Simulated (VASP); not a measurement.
# CaO in VASP: further runs, part 2 of 2

VASP 6.6.1. Earlier steps stand in the parts before.

## (3) Single point, PBEsol

This run uses another cell than the first one, of 13.75 Å³/atom.

The input, INCAR:

```
SYSTEM = CaO
PREC = Accurate
ENCUT = 520
EDIFF = 1E-7
ISMEAR = 0
SIGMA = 0.01
LREAL = .FALSE.
LASPH = .TRUE.
NELM = 100
ALGO = Normal
ISIF = 2
LWAVE = .FALSE.
LCHARG = .FALSE.
GGA = PS
NBANDS = 15
```

The input, KPOINTS:

```
regular mesh
0
G
  10 10 10
  0 0 0
```

The input, POSCAR:

```
CaO
1.0
    0.0000000000      2.3954941216      2.3954941216
    2.3954941216      0.0000000000      2.3954941216
    2.3954941216      2.3954941216      0.0000000000
Ca O
1 1
Direct
    0.0000000000      0.0000000000      0.0000000000
    0.5000000000      0.5000000000      0.5000000000
```

Potentials or basis: VASP PAW PBE potentials, release 64 (Ca_sv, O).

Started as:

```
cat potpaw_PBE.64/Ca_sv/POTCAR potpaw_PBE.64/O/POTCAR > POTCAR
mpirun -np 1 vasp_std > vasp.out
```

It took 37 s on 1 thread of Intel Xeon 8259CL, shared host; peak memory 0.17 GiB.

The run converged. Its results:

```
Free energy            : -13.4107 eV
Pressure               : -1.1 GPa
Band gap on the k mesh : 3.53 eV (least direct gap 3.91 eV)
```

Levels at points of the mesh, in eV from the valence-band top:
| k point | band 5 | band 6 | band 7 | band 8 | band 9 | band 10 | band 11 | band 12 |
| --- | --- | --- | --- | --- | --- | --- | --- | --- |
| (0.00, 0.00, 0.00) | -15.46 | 0.00 | 0.00 | 0.00 | 4.64 | 6.22 | 6.22 | 6.22 |
| (0.50, 0.00, 0.00) | -14.18 | -2.72 | -1.24 | -1.24 | 7.06 | 8.41 | 8.43 | 8.43 |
| (0.50, 0.50, 0.00) | -15.22 | -1.32 | -0.38 | -0.38 | 3.53 | 8.12 | 8.98 | 9.66 |

Caveat: the PAW data sets were made with another functional, which shifts forces and pressure a little. A k mesh can miss the band edges.

## (4) Single point, PBEsol

The input, INCAR:

```
SYSTEM = CaO
PREC = Accurate ; ENCUT = 520
EDIFF = 1E-6 ; ISMEAR = -1
SIGMA = 0.08 ; LREAL = .False.
LASPH = .True. ; NELM = 100
ALGO = Normal ; ISIF = 2
LWAVE = .False. ; LCHARG = .False.
GGA = PS ; NBANDS = 15
```

The input, KPOINTS:

```
Automatic mesh
0
Gamma
  12 12 12
  0 0 0
```

The input, POSCAR:

```
CaO
1.0
    0.0000000000      2.3835762404      2.3835762404
    2.3835762404      0.0000000000      2.3835762404
    2.3835762404      2.3835762404      0.0000000000
Ca O
1 1
Direct
    0.0000000000      0.0000000000      0.0000000000
    0.5000000000      0.5000000000      0.5000000000
```

Started as:

```
cat potpaw_PBE.64/Ca_sv/POTCAR potpaw_PBE.64/O/POTCAR > POTCAR
mpirun -np 1 vasp_std > vasp.out
```

Run time: 44 s. Hardware: 1 thread of Intel Xeon 8259CL, shared host; peak memory 0.17 GiB.

Results (log left out):

- Free energy: -13.4108 eV
- Pressure: 0.6 GPa
- Band gap on the k mesh: 3.52 eV (least direct gap 3.89 eV)

Levels at points of the mesh, in eV from the valence-band top:
| k point | band 4 | band 5 | band 6 | band 7 | band 8 | band 9 | band 10 | band 11 | band 12 | band 13 |
| --- | --- | --- | --- | --- | --- | --- | --- | --- | --- | --- |
| (0.00, 0.00, 0.00) | -18.11 | -15.49 | 0.00 | 0.00 | 0.00 | 4.76 | 6.25 | 6.25 | 6.25 | 7.83 |
| (0.50, 0.00, 0.00) | -18.17 | -14.14 | -2.75 | -1.27 | -1.27 | 7.13 | 8.51 | 8.51 | 8.52 | 10.68 |
| (0.50, 0.50, 0.00) | -18.37 | -15.25 | -1.31 | -0.37 | -0.37 | 3.52 | 8.23 | 9.06 | 9.76 | 9.76 |

Caveat: the PAW data sets were made with another functional, which shifts forces and pressure a little.

## (5) Single point, PBEsol (z stretched by -0.5 %, x and y held)

The input, INCAR:

```
SYSTEM = CaO
ALGO = Normal
EDIFF = 1E-6
ENCUT = 520
GGA = PS
ISIF = 2
ISMEAR = 0
LASPH = .True.
LCHARG = .True.
LELF = .True.
LREAL = .False.
LVHAR = .True.
LWAVE = .False.
NBANDS = 15
NELM = 80
PREC = Accurate
SIGMA = 0.01
```

The input, KPOINTS:

```
k-points
0
Gamma
  10 10 10
  0 0 0
```

The input, POSCAR:

```
CaO
1.0
    0.0000000000      2.3835762404      2.3716583592
    2.3835762404      0.0000000000      2.3716583592
    2.3835762404      2.3835762404      0.0000000000
Ca O
1 1
Direct
    0.0000000000      0.0000000000      0.0000000000
    0.5000000000      0.5000000000      0.5000000000
```

Potentials or basis: VASP PAW PBE potentials, release 64 (Ca_sv, O).

Started as:

```
cat potpaw_PBE.64/Ca_sv/POTCAR potpaw_PBE.64/O/POTCAR > POTCAR
mpirun -np 1 vasp_std > vasp.out
```

OUTCAR:

```text
SYSTEM = CaO
   EDIFF = 1E-6
   ENCUT = 520
   GGA = PS
   ISIF = 2
   ISMEAR = 0
   LASPH = .True.
   LREAL = .False.
   NELM = 80
   PREC = Accurate

 ion  position               nearest neighbor table
   1  0.000  0.000  0.000-   2 2.37   2 2.37   2 2.38   2 2.38   2 2.38   2 2.38
   2  0.500  0.500  0.500-   1 2.37   1 2.37   1 2.38   1 2.38   1 2.38   1 2.38

  LATTYP: Found a body centered tetragonal cell.
 ALAT       =     3.3708858461
 C/A-ratio  =     1.4071424946

  Lattice vectors:

[... 620 lines left out ...]
------------------------ aborting loop because EDIFF is reached ----------------------------------------

  FORCE on cell =-STRESS in cart. coord.  units (eV):
  Direction    XX          YY          ZZ          XY          YZ          ZX
  --------------------------------------------------------------------------------------
  -------------------------------------------------------------------------------------
  Total        0.1532197      0.1532197      0.3074771      0.0000000     -0.0000000     -0.0000000
  in kB        9.1093017      9.1093017     18.2802897      0.0000000     -0.0000000     -0.0000000
  external PRESSURE =      12.1662977 kB  Pullay stress =       0.0000000 kB

 VOLUME and BASIS-vectors are now :
 -----------------------------------------------------------------------------
  energy-cutoff  :      520.00
  volume of cell :       26.95
      direct lattice vectors                 reciprocal lattice vectors
     0.000000000  2.383576240  2.371658359    -0.209768830  0.209768830  0.210822945
     2.383576240  0.000000000  2.371658359     0.209768830 -0.209768830  0.210822945
     2.383576240  2.383576240  0.000000000     0.209768830  0.209768830 -0.210822945

 POSITION                                       TOTAL-FORCE (eV/Angst)
 -----------------------------------------------------------------------------------
      0.00000      0.00000      0.00000        -0.000000      0.000000      0.000000
      2.38358      2.38358      2.37166         0.000000     -0.000000      0.000000
 -----------------------------------------------------------------------------------
    total drift:                                0.000000      0.000000      0.000000

  FREE ENERGIE OF THE ION-ELECTRON SYSTEM (eV)
  ---------------------------------------------------
  free  energy   TOTEN  =       -13.4095749777 eV

  energy  without entropy=      -13.4095749777  energy(sigma->0) =      -13.40957498
```

stdout:

```text
POSCAR found type information on POSCAR CaO
 POSCAR found :  2 types and       2 ions
 scaLAPACK will be used
 -----------------------------------------------------------------------------
|                                                                             |
|                                                                             |
|     You enforced a specific xc type in the INCAR file but a different       |
|     I HOPE YOU KNOW WHAT YOU ARE DOING!                                     |
|                                                                             |
 -----------------------------------------------------------------------------

 LDA part: xc-table for (Slater+PW92), standard interpolation
 POSCAR, INCAR and KPOINTS ok, starting setup
 FFT: planning ... GRIDC
 FFT: planning ... GRID_SOFT
 FFT: planning ... GRID
 WAVECAR not read
 entering main loop
```

Wall time 65 s (1 thread of Intel Xeon 8259CL, shared host); peak memory 0.19 GiB.

Results:

```
Free energy            : -13.4096 eV
Pressure               : 1.2 GPa
Band gap on the k mesh : 3.50 eV (least direct gap 3.88 eV)
```

Caveat: the cell differs from its parent crystal (z stretched by -0.5 %, x and y held); the PAW data sets were made with another functional, which shifts forces and pressure a little.

## (6) Summary

| cell | k mesh | smearing | gap on the mesh (eV) | pressure (GPa) |
| --- | --- | --- | --- | --- |
| a = 3.371 Å, angles 60.0°, 2 atoms | 10 × 10 × 10 | gaussian 0.01 eV | 3.52 | 0.6 |
| a = 3.388 Å, angles 60.0°, 2 atoms | 10 × 10 × 10 | gaussian 0.01 eV | 3.53 | -1.1 |
| a = 3.371 Å, angles 60.0°, 2 atoms | 12 × 12 × 12 | fermi-dirac 0.08 eV | 3.52 | 0.6 |
| a = 3.362, b = 3.362, c = 3.371 Å, angles 59.9, 59.9, 60.2°, 2 atoms | 10 × 10 × 10 | gaussian 0.01 eV | 3.50 | 1.2 |

Alike in all rows: task single point; level PBEsol; potentials or basis VASP PAW PBE potentials, release 64 (Ca_sv, O); no spin polarisation; cutoff (eV) 520.

Caveats: the PAW data sets were made with another functional, which shifts forces and pressure a little.

Absolute energies hang on the potentials; compare differences alone.
